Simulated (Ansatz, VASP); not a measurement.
## MgO in VASP and in Ansatz

```
Mg O
1.0
     4.16071    0.00000    0.00000
     0.00000   -4.16071    0.00000
     0.00000    0.00000   -4.16071
Mg O
4 4
Direct
  0.00000 0.00000 0.04999
  0.50000 0.50000 0.00000
  0.50000 0.00000 0.50000
  0.00000 0.50000 0.50000
  0.50000 0.00000 0.00000
  0.00000 0.50000 0.00000
  0.00000 0.00000 0.50000
  0.50000 0.50000 0.50000
```

Alike in both runs: task single point; functional LDA; k mesh 6 × 6 × 6; occupations gaussian, width 0.05 eV; no spin polarisation.

|  | VASP | Ansatz |
| --- | --- | --- |
| version | VASP 6.6.1 | Ansatz 0.2.0 |
| potentials or method | VASP PAW LDA potentials, release 64 (Mg, O), cutoff 520 eV | scalar-relativistic, plane waves, PAW |
| valence electrons in the cell | 32 | 64 |

```csv
,VASP,Ansatz,Ansatz less VASP
gap on the k mesh at the Fermi level (eV),5.02,5.02,+0.004
least direct gap on the mesh (eV),5.02,5.02,+0.004
pressure (GPa),-0.3,1.5,+1.78
"traceless stress, the component that is largest in VASP (GPa)",2.89,2.78,-0.106
rms of the force components (eV/Å),0.616,0.598,-0.0175
```

Ansatz warns that its potentials were made for another functional, while VASP's fit it. LDA's correlation is that of Perdew and Zunger in VASP and of Perdew and Wang (1992) in Ansatz. Atom by atom the forces differ by 0.018 eV/Å (rms over components). VASP's potentials hold 32 valence electrons a cell and Ansatz's 64, so a difference there can come from the potentials and not from the codes.
